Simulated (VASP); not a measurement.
# Be3Te2O (Cm) in VASP: relaxation of shape and atoms at fixed volume with PBE

Aim: the relaxation of shape and atoms at fixed volume of Be3Te2O with PBE.

Everything below comes from runs of VASP 6.6.1. Logs are shortened: lines on timing, memory, paths and dates and some standing lists are left out, and cuts for length are marked.

### Step 1. The cell of the first run

It takes space group Cm (No. 8, monoclinic). The conventional cell has a = 6.252 Å, b = 10.952 Å, c = 4.115 Å, α = 90.00°, β = 122.91°, γ = 90.00°. Within 2.1 Å of Be (site symmetry 1) lie 1 O at 1.61 Å. Within 2.1 Å of Be (site symmetry m) lie 1 O at 1.54 Å. Te (site symmetry 1) has 4 Be at 2.45 to 2.61 Å within 3.2 Å. Within 2.1 Å of O (site symmetry m) lie 3 Be at 1.54 to 1.61 Å.

### Step 2. Relaxation of shape and atoms at fixed volume, PBE (19.71 Å³/atom)

The input, INCAR:

```
PREC = Accurate ; ENCUT = 600
EDIFF = 1E-7 ; ISMEAR = 0
SIGMA = 0.02 ; LREAL = False
LASPH = True ; NELM = 80
ALGO = Normal ; ISIF = 4
LWAVE = False ; LCHARG = False
GGA = PE ; IBRION = 2
NSW = 50 ; EDIFFG = -0.01
```

The input, KPOINTS:

```
regular mesh
0
Gamma
  6 6 8
```

The input, POSCAR:

```
Be3Te2O
1.0
    3.1259845157     -5.4759179704      0.0073702474
    3.1259845157      5.4759179704      0.0073702474
   -2.2438709841      0.0000000000      3.4496668678
Be Te O
3 2 1
Direct
    0.9215871612      0.6695815262      0.7560790277
    0.6695815262      0.9215871612      0.7560790277
    0.2162846652      0.2162846652      0.9039143701
    0.6772446003      0.3455897960      0.0117292028
    0.3455897960      0.6772446003      0.0117292028
    0.9497485933      0.9497485933      0.8415609695
```

Potentials or basis: VASP PAW PBE potentials, release 64 (Be, Te, O).

Started as:

```bash
cat potpaw_PBE.64/Be/POTCAR potpaw_PBE.64/Te/POTCAR potpaw_PBE.64/O/POTCAR > POTCAR
mpirun -np 1 vasp_std > vasp.out
```

OUTCAR:

```text
PREC = Accurate
   ENCUT = 600
   EDIFF = 1E-7
   ISMEAR = 0
   LREAL = False
   LASPH = True
   NELM = 80
   ISIF = 4
   GGA = PE
   IBRION = 2
   NSW = 50
   EDIFFG = -0.01

 ion  position               nearest neighbor table
   1  0.922  0.670  0.756-   6 1.61   4 2.55   5 2.57   4 2.61
   2  0.670  0.922  0.756-   6 1.61   5 2.55   4 2.57   5 2.61
   3  0.216  0.216  0.904-   6 1.54   5 2.45   4 2.45
   4  0.677  0.346  0.012-   3 2.45   1 2.55   2 2.57   1 2.61   5 3.63   5 3.63   5 3.63
   5  0.346  0.677  0.012-   3 2.45   2 2.55   1 2.57   2 2.61   4 3.63   4 3.63   4 3.63
   6  0.950  0.950  0.842-   3 1.54   2 1.61   1 1.61

  LATTYP: Found a base centered monoclinic cell.
 ALAT       =     6.2519864085
 B/A-ratio  =     1.7517370041
 C/A-ratio  =     0.6582283864
 COS(beta)  =    -0.5432815879

  Lattice vectors:

 A1 = (   3.1259845157,  -5.4759179704,   0.0073702474)
 A2 = (   3.1259845157,   5.4759179704,   0.0073702474)
 A3 = (  -2.2438709841,   0.0000000000,   3.4496668678)

Analysis of symmetry for initial positions (statically):
=====================================================================
 Subroutine PRICEL returns:
 Original cell was already a primitive cell.

 Routine SETGRP: Setting up the symmetry group for a
 base centered monoclinic supercell.

 Subroutine GETGRP returns: Found  2 space group operations
 (whereof  2 operations were pure point group operations)
 out of a pool of  4 trial point group operations.

The static configuration has the point symmetry C_1h.

Analysis of symmetry for dynamics (positions and initial velocities):
=====================================================================
 Subroutine PRICEL returns:
 Original cell was already a primitive cell.

 Routine SETGRP: Setting up the symmetry group for a
 base centered monoclinic supercell.

 Subroutine GETGRP returns: Found  2 space group operations
 (whereof  2 operations were pure point group operations)
 out of a pool of  4 trial point group operations.

The dynamic configuration has the point symmetry C_1h.

 Subroutine INISYM returns: Found  2 space group operations
 (whereof  2 operations are pure point group operations),
 and found     1 'primitive' translations

----------------------------------------------------------------------------------------

                                     Primitive cell
[... 116 lines left out ...]
   IALGO  =     38    algorithm
   IMIX   =      4    mixing-type and parameters
     AMIX     =   0.40;   BMIX     =  1.00
     AMIX_MAG =   1.60;   BMIX_MAG =  1.00
  volume/ion in A,a.u.               =      19.71       133.03
  Fermi-wavevector in a.u.,A,eV,Ry     =   0.961996  1.817908 12.591316  0.925436
  Thomas-Fermi vector in A             =   2.091416
   LORBIT       =      0    0 simple, 1 ext, 2 COOP (PROOUT), +10 PAW based schemes
   GGA     = PE    functional components
   LHFCALC =     F    Hartree Fock is set to
   AEXX    =    0.0000 exact exchange contribution
   IVDW    =     0    specifies the selected vdW correction
   LEPSILON=     F    determine dielectric tensor
   LRPA    =     F    only Hartree local field effects (RPA)
 conjugate gradient relaxation of ions
 non-spin polarized calculation
 Gauss-broadening in eV      SIGMA  =   0.02
  energy-cutoff  :      600.00
  volume of cell :      118.28
 maximum number of plane-waves:      3975
   NGX = 25   NGY = 25   NGZ = 17

--------------------------------------- Ionic step        1  -------------------------------------------

 number of electron      24.0000002 magnetization

 Free energy of the ion-electron system (eV)
  ---------------------------------------------------
  ext. energy  EPLUGINS =         0.00000000
  ---------------------------------------------------
  free energy    TOTEN  =       -28.14586650 eV

  energy without entropy =      -28.14586650  energy(sigma->0) =      -28.14586650

------------------------ aborting loop because EDIFF is reached ----------------------------------------

  FORCE on cell =-STRESS in cart. coord.  units (eV):
  Direction    XX          YY          ZZ          XY          YZ          ZX
  --------------------------------------------------------------------------------------
  -------------------------------------------------------------------------------------
  Total       -2.6815439     -2.6300554     -1.7547532      0.0000000      0.0000000     -0.1015934
  in kB      -36.3227782    -35.6253422    -23.7689607      0.0000000      0.0000000     -1.3761312
  external PRESSURE =     -31.9056937 kB  Pullay stress =       0.0000000 kB
[... 101 lines left out ...]
  FREE ENERGIE OF THE ION-ELECTRON SYSTEM (eV)
  ---------------------------------------------------
  free  energy   TOTEN  =       -28.1496620034 eV

  energy  without entropy=      -28.1496620034  energy(sigma->0) =      -28.14966200

[... ionic steps 4 to 9 ...]

--------------------------------------- Ionic step       10  -------------------------------------------

 number of electron      24.0000001 magnetization

------------------------ aborting loop because EDIFF is reached ----------------------------------------
[... 75 lines left out ...]
--------------------------------------- Ionic step       12  -------------------------------------------

 number of electron      24.0000001 magnetization

 Free energy of the ion-electron system (eV)
  ---------------------------------------------------
  ext. energy  EPLUGINS =         0.00000000
  ---------------------------------------------------
  free energy    TOTEN  =       -28.15107738 eV

  energy without entropy =      -28.15107738  energy(sigma->0) =      -28.15107738

 E-fermi :   4.2314     XC(G=0):  -8.7749

 val. band max:        4.0876575656   @ k =  -0.3333  -0.3333   0.1250
 cond. band min:       6.2008229014   @ k =   0.5000   0.5000   0.0000
 fundamental gap:      2.1131653359
 Fermi energy:         4.2314484327

 k-point     1 :       0.0000    0.0000    0.0000
  band No.  band energies     occupation
      1     -15.6090      2.00000
      2      -7.5911      2.00000
      3      -5.7227      2.00000
      4      -2.3911      2.00000
      5      -2.3262      2.00000
      6      -0.3263      2.00000
[... 433 lines left out ...]
      3      -5.8834      2.00000
      4      -2.3897      2.00000
      5      -2.2758      2.00000
      6      -0.2977      2.00000
[... 8 lines left out ...]
     15       8.0539      0.00000
     16       8.5811      0.00000

 [... further k-points ...]
[... 5 lines left out ...]
  --------------------------------------------------------------------------------------
  -------------------------------------------------------------------------------------
  Total       -2.0194852     -2.0057770     -2.0040069      0.0000000      0.0000000      0.0141069
  in kB      -27.3548801    -27.1691956    -27.1452192      0.0000000      0.0000000      0.1910846
  external PRESSURE =     -27.2230983 kB  Pullay stress =       0.0000000 kB
[... 21 lines left out ...]
  FREE ENERGIE OF THE ION-ELECTRON SYSTEM (eV)
  ---------------------------------------------------
  free  energy   TOTEN  =       -28.1510773833 eV

  energy  without entropy=      -28.1510773833  energy(sigma->0) =      -28.15107738

 reached required accuracy - stopping structural energy minimisation
```

CONTCAR:

```text
Be3Te2O
   1.00000000000000
     3.1116900878781260   -5.4492173758194831    0.0079398829946121
     3.1116900878781260    5.4492173758194831    0.0079398829946121
    -2.2329859288906904    0.0000000000000000    3.4821375891208826
  Be              Te              O
     3     2     1
Direct
     0.9216498845498745    0.6698372349908260    0.7564967389019464
     0.6698372349908260    0.9216498845498745    0.7564967389019464
     0.2159871401933168    0.2159871401933168    0.9046789849046727
     0.6781535629160417    0.3462664044621449    0.0136116973544625
     0.3462664044621449    0.6781535629160417    0.0136116973544625
     0.9481421150877950    0.9481421150877950    0.8361959431824972

  0.00000000E+00  0.00000000E+00  0.00000000E+00
  0.00000000E+00  0.00000000E+00  0.00000000E+00
  0.00000000E+00  0.00000000E+00  0.00000000E+00
  0.00000000E+00  0.00000000E+00  0.00000000E+00
  0.00000000E+00  0.00000000E+00  0.00000000E+00
  0.00000000E+00  0.00000000E+00  0.00000000E+00
```

Run time: 14 min. Hardware: 1 thread of Intel Xeon 6975P-C (Granite Rapids), shared host; peak memory 0.44 GiB.

What came out:

| Property | Result |
| --- | --- |
| Free energy | -28.1511 eV |
| Energy gained by relaxing | 0.9 meV/atom |
| Ionic steps | 12 |
| Pressure after relaxing | -2.7 GPa |
| Largest force after relaxing | 0.009 eV/Å |
| Band gap on the k mesh | 2.11 eV (least direct gap 2.17 eV) |

Forces on the atoms (eV/Å):
```
Be   0.002  0.000 -0.003
Be   0.002  0.000 -0.003
Be  -0.003  0.000 -0.003
Te  -0.005  0.003  0.003
Te  -0.005 -0.003  0.003
O    0.009  0.000  0.003
```

The path:
```csv
step,energy change (eV),largest force (eV/Å),pressure (GPa),volume (Å³)
1,0.0000,0.1401,-3.19,118.28
2,-0.0038,0.1013,-2.86,118.28
3,-0.0038,0.1089,-2.84,118.28
4,-0.0045,0.0621,-2.77,118.28
5,-0.0045,0.0542,-2.77,118.28
6,-0.0048,0.0361,-2.75,118.28
7,-0.0050,0.0286,-2.74,118.28
8,-0.0050,0.0279,-2.74,118.28
9,-0.0051,0.0163,-2.73,118.28
10,-0.0052,0.0120,-2.72,118.28
11,-0.0052,0.0142,-2.72,118.28
12,-0.0052,0.0092,-2.72,118.28
```

Final structure:
```cif
data_structure
_symmetry_space_group_name_H-M 'P 1'
_symmetry_Int_Tables_number 1
_cell_length_a 6.2751
_cell_length_b 6.2751
_cell_length_c 4.1366
_cell_angle_alpha 105.463
_cell_angle_beta 105.463
_cell_angle_gamma 120.544
_cell_volume 118.28
loop_
_atom_site_label
_atom_site_type_symbol
_atom_site_fract_x
_atom_site_fract_y
_atom_site_fract_z
_atom_site_occupancy
Be1 Be 0.92165 0.66984 0.75650 1
Be2 Be 0.66984 0.92165 0.75650 1
Be3 Be 0.21599 0.21599 0.90468 1
Te1 Te 0.67815 0.34627 0.01361 1
Te2 Te 0.34627 0.67815 0.01361 1
O1 O 0.94814 0.94814 0.83620 1
```

Levels at points of the mesh, in eV from the valence-band top:
| k point | band 10 | band 11 | band 12 | band 13 | band 14 | band 15 |
| --- | --- | --- | --- | --- | --- | --- |
| (0.00, 0.00, 0.00) | -1.22 | -1.19 | -0.65 | 2.44 | 2.95 | 3.29 |
| (0.50, 0.00, 0.00) | -1.11 | -0.94 | -0.60 | 2.76 | 2.98 | 4.10 |
| (0.50, 0.50, 0.00) | -1.66 | -0.87 | -0.05 | 2.11 | 3.01 | 3.68 |
| (0.00, 0.00, 0.50) | -1.66 | -1.59 | -1.34 | 2.68 | 3.48 | 4.69 |
| (0.50, 0.00, 0.50) | -2.11 | -1.75 | -1.03 | 2.18 | 3.17 | 3.87 |
| (0.50, 0.50, 0.50) | -1.59 | -1.52 | -1.00 | 2.64 | 3.43 | 4.37 |

Caveat: spin-orbit coupling is left out, which moves the levels of the heavy elements. A k mesh can miss the band edges.
